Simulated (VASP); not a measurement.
Set up this calculation in VASP 6.6.1, as the native input.

```yaml
Task: relaxation of cell and atoms
Functional: PBE
Potentials_or_basis: VASP PAW PBE potentials, release 64 (Al, N)
Cutoff: 600 eV
k_mesh: 4 × 4 × 2
Occupations: gaussian, width 0.1 eV
Spin: no spin polarisation
Dipole_correction: no
Further_INCAR_settings: ALGO = Normal; EDIFF = 1e-06; IBRION = 2; EDIFFG = -0.04; NSW = 90; ISIF = 3
```

The structure of Al5N lies in POSCAR:

```
Al5N
1.0
    4.6903891934      0.0000000000      0.0000000000
    0.0092279348      4.9942527996      0.0000000000
    0.1750434797      0.3559426579      8.4273722191
Al N
10 2
Direct
    0.0487426131      0.8277489703      0.1777703718
    0.9762164370      0.3529157627      0.7034827080
    0.9679996510      0.3241371986      0.0335634358
    0.9714930505      0.8345151703      0.5243344957
    0.9729504760      0.3413565930      0.3740153735
    0.9122779512      0.8482385983      0.8672580321
    0.4838662309      0.4635874913      0.2163998751
    0.4498473039      0.0532318269      0.6779747099
    0.4788094152      0.9715056600      0.3632266939
    0.4599481195      0.4677679240      0.8813138039
    0.7623024956      0.6887494904      0.3318516586
    0.5155462560      0.8262453142      0.8488088419
```

These files were run (other wordings do the same):

INCAR

```
PREC = Accurate
ENCUT = 600
EDIFF = 1E-6
ISMEAR = 0
SIGMA = 0.1
LREAL = False
LASPH = True
NELM = 80
ALGO = Normal
ISIF = 3
LWAVE = False
LCHARG = False
GGA = PE
IBRION = 2
NSW = 90
EDIFFG = -0.04
```

KPOINTS

```
regular mesh
0
Gamma
  4 4 2
```

Potentials or basis: VASP PAW PBE potentials, release 64 (Al, N).

Launch:

```bash
$ cat potpaw_PBE.64/Al/POTCAR potpaw_PBE.64/N/POTCAR > POTCAR
$ mpirun -np 1 vasp_std > vasp.out
```

It gave:

```yaml
Relaxed_volume: 16.49 Å³/atom
Relaxed_cell: a = 4.726 Å, b = 4.956 Å, c = 8.458 Å, α = 87.26°, β = 89.21°, γ = 89.82°
Space_group_after_relaxing_to_0.1_Å: P1 (No. 1)
Energy_gained_by_relaxing: 1.1 meV/atom
Ionic_steps: 12
Pressure_after_relaxing: 0.0 GPa
Largest_force_after_relaxing: 0.035 eV/Å
Band_gap_on_the_k_mesh: zero (bands 20 and 21 overlap by 1.04 eV)
```

Caveat: the k points lie up to 0.37 Å⁻¹ apart in the final cell, too coarse for converged energies and pressures of a metal.

Wall time 7.1 min on 1 thread of Intel(R) Xeon(R) 6975P-C (Granite Rapids), with other jobs on the host, peak memory 0.38 GiB.
